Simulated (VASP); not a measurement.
Write the native input for VASP 6.6.1 that does the following.

| Property | Result |
| --- | --- |
| Task | single point |
| Functional | PBE |
| Potentials or basis | VASP PAW PBE potentials, release 64 (Ga_d, Co) |
| Cutoff | 520 eV |
| k mesh | 6 × 9 × 6 |
| Occupations | fermi-dirac, width 0.05 eV |
| Spin | collinear spin, antiferromagnetic start |
| Starting moments | [0.0, 0.0, 3.0, -3.0] μB |
| Dipole correction | no |
| Further INCAR settings | ALGO = Normal; EDIFF = 1e-06; NBANDS = 34 |

The structure of GaCo lies in POSCAR:

```
GaCo
1.0
   -2.8831000000      0.0000000000     -2.8831000000
    0.0000000000     -2.8831000000      0.0000000000
   -2.8831000000      0.0000000000      2.8831000000
Ga Co
2 2
Direct
    0.0000000000      0.5000000000      0.5000000000
    0.5000000000      0.5000000000      0.0000000000
    0.0000000000      0.0000000000      0.0000000000
    0.5000000000      0.0000000000      0.5000000000
```

The input as run:

INCAR

```
  PREC = Accurate
  ENCUT = 520
  EDIFF = 1E-6
  ISMEAR = -1
  SIGMA = 0.05
  LREAL = False
  LASPH = True
  NELM = 150
  ALGO = Normal
  ISIF = 2
  LWAVE = False
  LCHARG = False
  ISPIN = 2
  MAGMOM = 0 0 3 -3
  LORBIT = 11
  LMAXMIX = 4
  GGA = PE
  NBANDS = 34
```

KPOINTS

```
Automatic mesh
0
Gamma
  6 9 6
```

Potentials or basis: VASP PAW PBE potentials, release 64 (Ga_d, Co).

Command:

```bash
$ cat potpaw_PBE.64/Ga_d/POTCAR potpaw_PBE.64/Co/POTCAR > POTCAR
$ mpirun -np 1 vasp_std > vasp.out
```

It gave:

```
Pressure                                              : 0.1 GPa
Band gap on the k mesh                                : zero (filled and empty bands overlap)
Net moment                                            : 0.00 μB per cell
Site moments                                          : Ga +0.00; Co +0.24, -0.24 μB
Valence electrons inside the program's atomic spheres : Ga 11.78; Co 8.34
```

It took 3.8 min on 1 thread of Intel Xeon 8259CL, with other jobs on the host, peak memory 0.25 GiB.
